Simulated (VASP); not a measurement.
## TePb (zincblende type): single point with PBE

The system is TePb (zincblende type).

```xyz
2
Lattice="0.0000 3.2254 3.2254 3.2254 0.0000 3.2254 3.2254 3.2254 0.0000" Properties=species:S:1:pos:R:3 pbc="T T T"
Pb    0.0000    0.0000    0.0000
Te    1.6127    1.6127    1.6127
```

```
Program             : VASP 6.6.1
Task                : single point
Functional          : PBE
Potentials or basis : VASP PAW PBE potentials, release 64 (Pb_d, Te)
Cutoff              : 520 eV
k mesh              : 12 × 12 × 12
Occupations         : fermi-dirac, width 0.05 eV
Spin                : no spin polarisation
```

```json
{"Pressure": "20.4 GPa", "Band gap on the k mesh": "zero (bands 10 and 11 overlap by 0.66 eV)"}
```

Levels at points of the mesh, in eV from the Fermi level:
```
           k point  band 7  band 8  band 9  band 10  band 11  band 12  band 13  band 14
(0.00, 0.00, 0.00)   -5.07   -2.38   -2.38    -2.38     0.99     0.99     0.99     3.69
(0.50, 0.00, 0.00)   -9.09   -3.34   -3.34    -2.61     2.05     2.05     4.59     5.70
(0.50, 0.50, 0.00)   -9.91   -4.49   -4.49    -1.11    -0.36     5.80     5.80     6.20
```

Run time: 120 s on 1 thread of Intel Xeon 8259CL (shared host), peak memory 0.26 GiB.

Caveat: the cell stands under pressure; semilocal functionals underestimate gaps, so a narrow gap can read as zero; spin-orbit coupling is left out, which moves the levels of the heavy elements.
